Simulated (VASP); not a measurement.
# LiBeF3: single point with r2SCAN

Crystal: LiBeF3.

```
Li Be F
1.0
     2.76776    0.00000    0.00000
     0.00000    2.61433    4.08306
     0.00000   -2.61433    4.08306
Li Be F
1 1 3
Cartesian
  1.3839 0.0000 5.6665
  0.0000 0.0000 0.4471
  0.0000 1.3183 5.3329
  0.0000 -1.3183 5.3329
  1.3839 0.0000 7.7135
```

| Quantity | Value |
| --- | --- |
| Program | VASP 6.6.1 |
| Task | single point |
| Functional | r2SCAN |
| Potentials or basis | VASP PAW PBE potentials, release 64 (Li_sv, Be, F) |
| Cutoff | 520 eV |
| k mesh | 8 × 6 × 6 |
| Occupations | gaussian, width 0.02 eV |
| Spin | no spin polarisation |

The largest force is 0.107 eV/Å and the band gap on the k mesh is 8.29 eV, indirect (least direct gap 8.33 eV).

Forces in eV/Å, atoms in the order of the input:
```
Li   0.000  0.000  0.033
Be   0.000  0.000  0.040
F    0.000  0.069 -0.082
F    0.000 -0.069 -0.082
F    0.000  0.000  0.092
```

Levels at points of the mesh, in eV from the valence-band top:
| k point | band 9 | band 10 | band 11 | band 12 | band 13 | band 14 | band 15 | band 16 | band 17 | band 18 |
| --- | --- | --- | --- | --- | --- | --- | --- | --- | --- | --- |
| (0.00, 0.00, 0.00) | -0.89 | -0.79 | -0.29 | -0.07 | -0.04 | 8.29 | 12.59 | 14.13 | 15.07 | 15.90 |
| (0.50, 0.00, 0.00) | -1.83 | -1.48 | -1.13 | -0.84 | -0.05 | 13.05 | 13.24 | 14.62 | 16.36 | 17.15 |
| (0.00, 0.50, 0.00) | -1.62 | -1.00 | -0.45 | -0.24 | -0.15 | 10.06 | 10.86 | 13.22 | 16.09 | 16.40 |
| (0.50, 0.50, 0.00) | -2.01 | -1.41 | -0.85 | -0.65 | -0.55 | 13.28 | 13.49 | 14.67 | 15.00 | 16.28 |
| (0.00, 0.50, 0.50) | -1.51 | -1.26 | -0.37 | -0.18 | -0.05 | 10.15 | 11.89 | 13.55 | 13.79 | 16.50 |
| (0.50, 0.50, 0.50) | -1.75 | -1.12 | -0.79 | -0.74 | 0.00 | 12.67 | 13.96 | 14.08 | 15.01 | 15.53 |

It took 6.6 min on 1 thread of AMD EPYC 7R43 64-Core Processor (Zen 3), with other jobs on the host, peak memory 0.19 GiB.

Caveat: the PAW data sets were made with another functional, which shifts forces and pressure a little. r2SCAN opens gaps a little over a GGA but as a rule still falls short of measured ones.
